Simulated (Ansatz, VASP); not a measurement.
## One calculation of I, two programs

```xyz
2
Lattice="2.9666 0.0000 0.0000 -1.4833 2.5692 0.0000 0.0000 0.0000 5.0802" Properties=species:S:1:pos:R:3 pbc="T T T"
I     0.0000    1.7128    1.2700
I     1.4833    0.8564    3.8101
```

Change from the starting cell: volume scaled by 0.5, PAW files.

Alike in both runs: task single point; functional PBE; k mesh 12 × 12 × 7; occupations fermi-dirac, width 0.08 eV; no spin polarisation.

|  | VASP | Ansatz |
| --- | --- | --- |
| version | VASP 6.6.1 | Ansatz 0.2.0 |
| potentials or method | VASP PAW PBE potentials, release 64 (I) | PAW with Ansatz's default frozen-core files, scalar-relativistic |
| plane-wave cutoff (eV) | 520 | 420 |
| valence electrons in the cell | 14 | 34 |

```tsv
	VASP	Ansatz	Ansatz less VASP
pressure (GPa)	66.0	66.3	+0.30
traceless stress, the component that is largest in VASP (GPa)	0.53	0.45	-0.083
```

Both programs put the cell under a high pressure, so it lies far from rest at this level. VASP's potentials hold 14 valence electrons a cell and Ansatz's 34, so a difference there can come from the potentials and not from the codes.

Neither program's run includes spin-orbit coupling. Noted on VASP's run: the cell as given lies far from equilibrium.
